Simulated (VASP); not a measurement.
# ZnCu (Pm-3m) in VASP: notebook

The runs below take ZnCu through single point, with PBE, PBE+D4.

Everything below comes from runs of VASP 6.6.1. Logs are shortened: lines on timing, memory, paths and dates and some standing lists are left out, and cuts for length are marked.

### 1 The cell of the first run

The structure is cubic, space group Pm-3m (No. 221). The conventional cell has a = 2.885 Å, b = 2.885 Å, c = 2.885 Å, α = 90.00°, β = 90.00°, γ = 90.00°. Zn (site symmetry m-3m) has 8 Cu at 2.50 Å and 6 Zn at 2.89 Å within 3.3 Å. Cu (site symmetry m-3m) has 8 Zn at 2.50 Å and 6 Cu at 2.89 Å within 3.3 Å.

### 2 Single point, PBE

The input, INCAR:

```
  PREC = Accurate
  ENCUT = 520
  EDIFF = 1E-6
  ISMEAR = -1
  SIGMA = 0.05
  LREAL = F
  LASPH = T
  NELM = 60
  ALGO = Normal
  ISIF = 2
  LWAVE = F
  LCHARG = F
  GGA = PE
  NBANDS = 18
```

The input, KPOINTS:

```
Automatic mesh
0
Gamma
  14 14 14
```

The input, POSCAR:

```
ZnCu
1.0
    2.8853925032      0.0000000000      0.0000000000
    0.0000000000      2.8853925032      0.0000000000
    0.0000000000      0.0000000000      2.8853925032
Zn Cu
1 1
Direct
    0.5000000000      0.5000000000      0.5000000000
    0.0000000000      0.0000000000      0.0000000000
```

Potentials or basis: VASP PAW PBE potentials, release 64 (Zn, Cu).

Run with:

```
$ cat potpaw_PBE.64/Zn/POTCAR potpaw_PBE.64/Cu/POTCAR > POTCAR
$ mpirun -np 1 vasp_std > vasp.out
```

OUTCAR:

```text
PREC = Accurate
   ENCUT = 520
   EDIFF = 1E-6
   ISMEAR = -1
   LREAL = F
   LASPH = T
   NELM = 60
   ISIF = 2
   GGA = PE

 ion  position               nearest neighbor table
   1  0.500  0.500  0.500-   2 2.50   2 2.50   2 2.50   2 2.50   2 2.50   2 2.50   2 2.50   2 2.50

   2  0.000  0.000  0.000-   1 2.50   1 2.50   1 2.50   1 2.50   1 2.50   1 2.50   1 2.50   1 2.50

  LATTYP: Found a simple cubic cell.
 ALAT       =     2.8853925032

  Lattice vectors:

 A1 = (   2.8853925032,   0.0000000000,   0.0000000000)
 A2 = (   0.0000000000,   2.8853925032,   0.0000000000)
 A3 = (   0.0000000000,   0.0000000000,   2.8853925032)

Analysis of symmetry for initial positions (statically):
=====================================================================
 Subroutine PRICEL returns:
 Original cell was already a primitive cell.

 Routine SETGRP: Setting up the symmetry group for a
 simple cubic supercell.

 Subroutine GETGRP returns: Found 48 space group operations
 (whereof 48 operations were pure point group operations)
 out of a pool of 48 trial point group operations.

The static configuration has the point symmetry O_h .

Analysis of symmetry for dynamics (positions and initial velocities):
=====================================================================
 Subroutine PRICEL returns:
 Original cell was already a primitive cell.

 Routine SETGRP: Setting up the symmetry group for a
 simple cubic supercell.

 Subroutine GETGRP returns: Found 48 space group operations
 (whereof 48 operations were pure point group operations)
 out of a pool of 48 trial point group operations.

The dynamic configuration has the point symmetry O_h .

 Subroutine INISYM returns: Found 48 space group operations
 (whereof 48 operations are pure point group operations),
 and found     1 'primitive' translations

----------------------------------------------------------------------------------------

                                     Primitive cell

  volume of cell :      24.0223

  direct lattice vectors                    reciprocal lattice vectors
     2.885392503  0.000000000  0.000000000     0.346573299  0.000000000  0.000000000
     0.000000000  2.885392503  0.000000000     0.000000000  0.346573299  0.000000000
     0.000000000  0.000000000  2.885392503     0.000000000  0.000000000  0.346573299

  length of vectors
     2.885392503  2.885392503  2.885392503     0.346573299  0.346573299  0.346573299

  position of ions in fractional coordinates (direct lattice)
     0.500000000  0.500000000  0.500000000
     0.000000000  0.000000000  0.000000000

  ion indices of the primitive-cell ions
   primitive index   ion index
                 1           1
                 2           2

----------------------------------------------------------------------------------------

 KPOINTS: Automatic mesh

Automatic generation of k-mesh.
 Grid dimensions read from file:
 generate k-points for:   14   14   14

 Generating k-lattice:

  Cartesian coordinates                     Fractional coordinates (reciprocal lattice)
     0.024755236  0.000000000  0.000000000     0.071428571  0.000000000  0.000000000
     0.000000000  0.024755236  0.000000000     0.000000000  0.071428571  0.000000000
     0.000000000  0.000000000  0.024755236     0.000000000  0.000000000  0.071428571

  Length of vectors
     0.024755236  0.024755236  0.024755236

  Shift w.r.t. Gamma in fractional coordinates (k-lattice)
     0.000000000  0.000000000  0.000000000

 Subroutine IBZKPT returns following result:
 ===========================================

 Found    120 irreducible k-points:

 Following reciprocal coordinates:
            Coordinates               Weight
  0.000000  0.000000  0.000000      1.000000
  0.071429  0.000000  0.000000      6.000000
  0.142857  0.000000  0.000000      6.000000
  0.214286  0.000000  0.000000      6.000000
  0.285714  0.000000  0.000000      6.000000
  0.357143  0.000000  0.000000      6.000000
[... 16 lines left out ...]
  0.285714  0.214286  0.000000     24.000000
  0.357143  0.214286  0.000000     24.000000
 [... further k-points ...]
   k-points           NKPTS =    120   k-points in BZ     NKDIM =    120   number of bands    NBANDS=     18
   number of dos      NEDOS =    301   number of ions     NIONS =      2
   total plane-waves  NPLWV =  13824
   dimension x,y,z NGX =    24 NGY =   24 NGZ =   24
   dimension x,y,z NGXF=    48 NGYF=   48 NGZF=   48
   ions per type =               1   1
   NGX,Y,Z   is equivalent  to a cutoff of  13.83, 13.83, 13.83 a.u.
   NGXF,Y,Z  is equivalent  to a cutoff of  27.66, 27.66, 27.66 a.u.
 SYSTEM =  unknown system
   PREC   = accura    normal or accurate (medium, high low for compatibility)
   ISTART =      0    job   : 0-new  1-cont  2-samecut
   ICHARG =      2    charge: 1-file 2-atom 10-const
   ISPIN  =      1    spin polarized calculation?
   LNONCOLLINEAR =      F non collinear calculations
   LSORBIT =      F    spin-orbit coupling
   LASPH  =      T    aspherical Exc in radial PAW
   ENCUT  =  520.0 eV  38.22 Ry    6.18 a.u.   5.36  5.36  5.36*2*pi/ulx,y,z
   NELM   =     60;   NELMIN=  2; NELMDL= -5     # of ELM steps
   EDIFF  = 0.1E-05   stopping-criterion for ELM
   LREAL  =      F    real-space projection
   EDIFFG = 0.1E-04   stopping-criterion for IOM
   NSW    =      0    number of steps for IOM
   IBRION =     -1    ionic relax: 0-MD 1-quasi-New 2-CG
   NFREE  =      0    steps in history (QN), initial steepest desc. (CG)
   ISIF   =      2    stress and relaxation
   ISYM   =      2    0-nonsym 1-usesym 2-fastsym
   POTIM  = 0.5000    time-step for ionic-motion
   TEBEG  =    0.0;   TEEND  =   0.0 temperature during run
   PSTRESS=    0.0 pullay stress
   NELECT =      23.0000    total number of electrons
   NUPDOWN=      -1.0000    fix difference up-down
   EMIN   =  10.00;   EMAX   =-10.00  energy-range for DOS
   EFERMI =   0.00;   METHOD = LEGACY
   ISMEAR =    -1;   SIGMA  =   0.05  broadening in eV -4-tet -1-fermi 0-gaus
   EFERMI_NEDOS =   21; number of points for ismear=-14 and -15
   IALGO  =     38    algorithm
   IMIX   =      4    mixing-type and parameters
     AMIX     =   0.40;   BMIX     =  1.00
     AMIX_MAG =   1.60;   BMIX_MAG =  1.00
  volume/ion in A,a.u.               =      12.01        81.06
  Fermi-wavevector in a.u.,A,eV,Ry     =   1.613538  3.049145 35.422836  2.603505
  Thomas-Fermi vector in A             =   2.708591
   LORBIT       =      0    0 simple, 1 ext, 2 COOP (PROOUT), +10 PAW based schemes
   GGA     = PE    functional components
   LHFCALC =     F    Hartree Fock is set to
   AEXX    =    0.0000 exact exchange contribution
   IVDW    =     0    specifies the selected vdW correction
   LEPSILON=     F    determine dielectric tensor
   LRPA    =     F    only Hartree local field effects (RPA)
 non-spin polarized calculation
  energy-cutoff  :      520.00
  volume of cell :       24.02
 maximum number of plane-waves:       672
 NGX is ok and might be reduce to    24

 number of electron      22.9999980 magnetization

 Free energy of the ion-electron system (eV)
  ---------------------------------------------------
  ext. energy  EPLUGINS =         0.00000000
  ---------------------------------------------------
  free energy    TOTEN  =        -4.94507159 eV

  energy without entropy =       -4.94238053  energy(sigma->0) =       -4.94372606

 E-fermi :   6.1779     XC(G=0): -12.7490

 val. band max:        6.0377474910   @ k =   0.3571   0.2143   0.1429
 cond. band min:       6.1899613222   @ k =   0.4286   0.3571   0.2143
 fundamental gap:      0.1522138312
 Fermi energy:         6.1778724038

 k-point     1 :       0.0000    0.0000    0.0000
  band No.  band energies     occupation
      1      -4.6784      2.00000
      2      -1.9241      2.00000
      3      -1.9241      2.00000
      4      -1.1208      2.00000
      5      -1.1208      2.00000
      6      -1.1208      2.00000
[... 10 lines left out ...]
     17      19.4433      0.00000
     18      30.1990      0.00000

 k-point     2 :       0.0714    0.0000    0.0000
  band No.  band energies     occupation
      1      -4.5818      2.00000
      2      -1.9111      2.00000
      3      -1.9018      2.00000
      4      -1.1297      2.00000
      5      -1.1297      2.00000
      6      -1.1159      2.00000
[... 10 lines left out ...]
     17      19.9881      0.00000
     18      29.1292      0.00000

 k-point     3 :       0.1429    0.0000    0.0000
  band No.  band energies     occupation
      1      -4.2953      2.00000
      2      -1.8745      2.00000
      3      -1.8371      2.00000
      4      -1.1547      2.00000
      5      -1.1547      2.00000
      6      -1.1021      2.00000
[... 10 lines left out ...]
     17      21.9385      0.00000
     18      27.3946      0.00000

 k-point     4 :       0.2143    0.0000    0.0000
  band No.  band energies     occupation
      1      -3.8306      2.00000
      2      -1.8206      2.00000
      3      -1.7343      2.00000
      4      -1.1906      2.00000
      5      -1.1906      2.00000
      6      -1.0820      2.00000
[... 10 lines left out ...]
     17      24.6052      0.00000
     18      25.7312      0.00000

 k-point     5 :       0.2857    0.0000    0.0000
  band No.  band energies     occupation
      1      -3.2195      2.00000
      2      -1.7593      2.00000
      3      -1.5886      2.00000
      4      -1.2304      2.00000
      5      -1.2304      2.00000
      6      -1.0594      2.00000
[... 10 lines left out ...]
     17      23.8798      0.00000
     18      23.8799      0.00000

 k-point     6 :       0.3571    0.0000    0.0000
  band No.  band energies     occupation
      1      -2.5608      2.00000
      2      -1.7028      2.00000
      3      -1.3432      2.00000
      4      -1.2660      2.00000
      5      -1.2660      2.00000
      6      -1.0389      2.00000
[... 10 lines left out ...]
     17      22.0454      0.00000
     18      22.0454      0.00000

 k-point     7 :       0.4286    0.0000    0.0000
  band No.  band energies     occupation
      1      -2.1070      2.00000
      2      -1.6628      2.00000
      3      -1.2905      2.00000
      4      -1.2905      2.00000
      5      -1.0246      2.00000
      6      -0.8290      2.00000
[... 10 lines left out ...]
     17      20.3385      0.00000
     18      20.6463      0.00000

 k-point     8 :       0.5000    0.0000    0.0000
  band No.  band energies     occupation
      1      -1.9801      2.00000
      2      -1.6484      2.00000
      3      -1.2993      2.00000
      4      -1.2993      2.00000
      5      -1.0195      2.00000
      6      -0.3269      2.00000
[... 10 lines left out ...]
     17      19.9936      0.00000
     18      21.3156      0.00000
[... 229 lines left out ...]
     17      22.3504      0.00000
     18      23.3374      0.00000

 k-point    20 :       0.4286    0.1429    0.0000
  band No.  band energies     occupation
      1      -1.9670      2.00000
      2      -1.6216      2.00000
      3      -1.5260      2.00000
      4      -1.3140      2.00000
      5      -1.1047      2.00000
      6      -0.3701      2.00000
[... 10 lines left out ...]
     17      20.6765      0.00000
     18      22.3297      0.00000

 k-point    21 :       0.5000    0.1429    0.0000
  band No.  band energies     occupation
      1      -1.8556      2.00000
      2      -1.5884      2.00000
      3      -1.5645      2.00000
      4      -1.3234      2.00000
      5      -1.1038      2.00000
      6       0.2700      2.00000
[... 10 lines left out ...]
     17      20.7956      0.00000
     18      21.6554      0.00000

 k-point    22 :       0.2143    0.2143    0.0000
  band No.  band energies     occupation
      1      -3.0634      2.00000
      2      -1.7290      2.00000
      3      -1.5748      2.00000
      4      -1.2355      2.00000
      5      -1.2199      2.00000
      6      -1.1407      2.00000
[... 10 lines left out ...]
     17      24.3513      0.00000
     18      25.6506      0.00000

 k-point    23 :       0.2857    0.2143    0.0000
  band No.  band energies     occupation
      1      -2.5725      2.00000
      2      -1.7026      2.00000
      3      -1.4697      2.00000
      4      -1.2729      2.00000
      5      -1.1624      2.00000
      6      -1.1175      2.00000
[... 10 lines left out ...]
     17      24.3930      0.00000
     18      24.6438      0.00000

 k-point    24 :       0.3571    0.2143    0.0000
  band No.  band energies     occupation
      1      -2.1543      2.00000
      2      -1.7000      2.00000
      3      -1.4187      2.00000
      4      -1.3112      2.00000
      5      -1.1772      2.00000
      6      -0.7175      2.00000
[... 10 lines left out ...]
     17      22.6852      0.00000
     18      23.5025      0.00000

 [... further k-points ...]
[... 5 lines left out ...]
  --------------------------------------------------------------------------------------
  -------------------------------------------------------------------------------------
  Total        1.7748402      1.7748402      1.7748402     -0.0000000     -0.0000000      0.0000000
  in kB      118.3736810    118.3736810    118.3736810     -0.0000000     -0.0000000      0.0000000
  external PRESSURE =     118.3736810 kB  Pullay stress =       0.0000000 kB

 VOLUME and BASIS-vectors are now :
 -----------------------------------------------------------------------------
  energy-cutoff  :      520.00
  volume of cell :       24.02
      direct lattice vectors                 reciprocal lattice vectors
     2.885392503  0.000000000  0.000000000     0.346573299  0.000000000  0.000000000
     0.000000000  2.885392503  0.000000000     0.000000000  0.346573299  0.000000000
     0.000000000  0.000000000  2.885392503     0.000000000  0.000000000  0.346573299

 POSITION                                       TOTAL-FORCE (eV/Angst)
 -----------------------------------------------------------------------------------
      1.44270      1.44270      1.44270         0.000000      0.000000      0.000000
      0.00000      0.00000      0.00000         0.000000      0.000000      0.000000
 -----------------------------------------------------------------------------------
    total drift:                                0.000000      0.000000     -0.000000

  FREE ENERGIE OF THE ION-ELECTRON SYSTEM (eV)
  ---------------------------------------------------
  free  energy   TOTEN  =        -4.9450715949 eV

  energy  without entropy=       -4.9423805250  energy(sigma->0) =       -4.94372606
```

It took 18 s on 1 thread of Intel Xeon Platinum 8559C (Emerald Rapids), shared host; peak memory 0.18 GiB.

What came out:

| Item | Value |
| --- | --- |
| Free energy | -4.9451 eV |
| Pressure | 11.8 GPa |

### 3 Single point, PBE+D4

The input, INCAR:

```
  ALGO = Normal
  EDIFF = 1E-7
  ENCUT = 520
  GGA = PE
  ISIF = 2
  ISMEAR = -1
  IVDW = 13
  LASPH = T
  LCHARG = F
  LREAL = F
  LWAVE = F
  NBANDS = 18
  NELM = 100
  PREC = Accurate
  SIGMA = 0.05
```

The input, KPOINTS:

```
Automatic mesh
0
Gamma
  14 14 14
  0.5 0.5 0.5
```

POSCAR is that of step 2.

Potentials or basis: VASP PAW PBE potentials, release 64 (Zn, Cu).

Run with:

```
$ cat potpaw_PBE.64/Zn/POTCAR potpaw_PBE.64/Cu/POTCAR > POTCAR
$ mpirun -np 1 vasp_std > vasp.out
```

Wall time 16 s (1 thread of Intel Xeon Platinum 8559C (Emerald Rapids), shared host); peak memory 0.16 GiB.

The run converged. Its results:

```
Free energy                : -5.8872 eV
Pressure                   : 6.1 GPa
Dispersion energy per atom : -0.475 eV
```

Levels at points of the mesh, in eV from the Fermi level:
```csv
k point,band 7,band 8,band 9,band 10,band 11,band 12,band 13,band 14,band 15,band 16
"(0.04, 0.04, 0.04)",-3.82,-3.82,-2.94,-2.92,-2.92,6.19,6.19,6.27,11.92,11.92
```

Caveat: pairwise dispersion overbinds metals, which lowers pressure and volume.

### 4 Single point, PBE (volume scaled by 0.98)

The input, INCAR:

```
SYSTEM = ZnCu
PREC = Accurate
ENCUT = 520
EDIFF = 1E-7
ISMEAR = -1
SIGMA = 0.05
LREAL = .False.
LASPH = .True.
NELM = 60
ALGO = Normal
ISIF = 2
LWAVE = .False.
LCHARG = .False.
GGA = PE
NBANDS = 18
```

The input, KPOINTS:

```
regular mesh
0
Gamma
  14 14 14
  0 0 0
```

The input, POSCAR:

```
ZnCu
1.0
    2.9252343038      0.0000000000      0.0000000000
    0.0000000000      2.9252343038      0.0000000000
    0.0000000000      0.0000000000      2.9252343038
Zn Cu
1 1
Direct
    0.5000000000      0.5000000000      0.5000000000
    0.0000000000      0.0000000000      0.0000000000
```

Run with:

```
$ cat potpaw_PBE.64/Zn/POTCAR potpaw_PBE.64/Cu/POTCAR > POTCAR
$ mpirun -np 1 vasp_std > vasp.out
```

Wall time 19 s (1 thread of Intel Xeon Platinum 8559C (Emerald Rapids), shared host); peak memory 0.18 GiB.

Results (log left out):

```yaml
Free_energy: -4.9995 eV
Pressure: 5.5 GPa
```

Levels at points of the mesh, in eV from the Fermi level:
| k point | band 8 | band 9 | band 10 | band 11 | band 12 | band 13 | band 14 | band 15 | band 16 | band 17 |
| --- | --- | --- | --- | --- | --- | --- | --- | --- | --- | --- |
| (0.00, 0.00, 0.00) | -3.66 | -2.79 | -2.79 | -2.79 | 6.28 | 6.28 | 6.28 | 11.36 | 11.36 | 12.59 |
| (0.50, 0.00, 0.00) | -3.79 | -3.36 | -3.36 | -2.87 | -2.05 | 11.87 | 11.87 | 12.49 | 12.49 | 13.56 |
| (0.50, 0.50, 0.00) | -2.94 | -2.94 | -2.55 | -1.97 | -1.97 | 1.82 | 2.16 | 14.13 | 15.67 | 15.67 |
| (0.50, 0.50, 0.50) | -4.40 | -2.53 | -2.53 | 3.98 | 4.37 | 4.37 | 4.37 | 4.56 | 4.56 | 4.56 |

[end of part 1 of 2]
